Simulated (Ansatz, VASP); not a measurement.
**SnO in VASP and in Ansatz**

```
CELL_PARAMETERS angstrom
3.35500 0.00000 0.00000
0.00000 5.67410 0.00000
0.00000 0.00000 4.22197
ATOMIC_POSITIONS crystal
Sn 0.00000 0.23191 0.51314
Sn 0.50000 0.76809 0.01314
O 0.00000 0.89125 0.73686
O 0.50000 0.10875 0.23686
```

Alike in both runs: task relaxation of cell and atoms; functional PBEsol; k mesh 6 × 4 × 6; no spin polarisation.

|  | VASP | Ansatz |
| --- | --- | --- |
| version | VASP 6.6.1 | Ansatz 0.2.0 |
| potentials or method | VASP PAW PBE potentials, release 64 (Sn_d, O) | plane waves, PAW |
| plane-wave cutoff (eV) | 600 | 420 |
| occupations | gaussian, width 0.01 eV | fixed |
| valence electrons in the cell | 40 | 40 |

VASP gave:

```
relaxed volume (Å³/atom)                                     : 18.12
relaxed cell length with the largest relative difference (Å) : 3.834
```

Problem. What did Ansatz give for the same quantities?

Solution. Relaxed volume (Å³/atom): 18.43; relaxed cell length with the largest relative difference (Å): 3.898.

VASP's potentials were made for PBE, not for PBEsol.
